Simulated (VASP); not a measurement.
SnSe2: single point with r2SCAN

SnSe2:

```
CELL_PARAMETERS angstrom
6.47853 0.00000 0.00000
0.00000 6.47853 0.00000
0.00000 0.00000 3.97612
ATOMIC_POSITIONS crystal
Sn 0.50000 0.50000 0.50000
Sn 0.00000 0.00000 0.00000
Se 0.19318 0.80682 0.50000
Se 0.80682 0.19318 0.50000
Se 0.30682 0.30682 0.00000
Se 0.69318 0.69318 0.00000
```

```json
{
  "Program": "VASP 6.6.1",
  "Task": "single point",
  "Functional": "r2SCAN",
  "Potentials or basis": "VASP PAW PBE potentials, release 64 (Sn_d, Se)",
  "Cutoff": "520 eV",
  "k mesh": "6 × 6 × 10",
  "Occupations": "gaussian, width 0.1 eV",
  "Spin": "no spin polarisation"
}
```

```
Pressure               : 0.0 GPa
Largest force          : 0.004 eV/Å
Band gap on the k mesh : zero (bands 26 and 27 overlap by 0.05 eV)
```

Forces in eV/Å, atoms in the order of the input:
```
Sn   0.000  0.000  0.000
Sn   0.000  0.000  0.000
Se   0.003 -0.003  0.000
Se  -0.003  0.003  0.000
Se  -0.003 -0.003  0.000
Se   0.003  0.003  0.000
```

Levels at points of the mesh, in eV from the Fermi level:
| k point | band 22 | band 23 | band 24 | band 25 | band 26 | band 27 | band 28 | band 29 | band 30 | band 31 |
| --- | --- | --- | --- | --- | --- | --- | --- | --- | --- | --- |
| (0.00, 0.00, 0.00) | -1.21 | -1.09 | -1.09 | -0.44 | -0.44 | 0.29 | 1.59 | 2.86 | 2.86 | 3.87 |
| (0.50, 0.00, 0.00) | -2.06 | -0.97 | -0.97 | -0.59 | -0.59 | 0.73 | 0.73 | 3.51 | 3.51 | 4.22 |
| (0.50, 0.50, 0.00) | -1.61 | -1.15 | -1.15 | -1.11 | -1.11 | 0.81 | 0.81 | 3.97 | 3.97 | 5.01 |
| (0.00, 0.00, 0.50) | -2.81 | -1.44 | -1.44 | -1.35 | -1.35 | 1.05 | 1.05 | 5.08 | 5.08 | 6.45 |
| (0.50, 0.00, 0.50) | -1.98 | -0.90 | -0.90 | -0.87 | -0.87 | 1.68 | 1.68 | 2.48 | 2.48 | 5.89 |
| (0.50, 0.50, 0.50) | -2.73 | -1.04 | -1.04 | -0.76 | -0.76 | 0.50 | 0.50 | 4.76 | 4.76 | 4.98 |

Wall time 6.8 min on 1 thread of Intel(R) Xeon(R) 6975P-C (Granite Rapids), with other jobs on the host, peak memory 0.47 GiB.

Caveat: semilocal functionals underestimate gaps, so a narrow gap can read as zero; the PAW data sets were made with another functional, which shifts forces and pressure a little; spin-orbit coupling is left out, which moves the levels of the heavy elements.
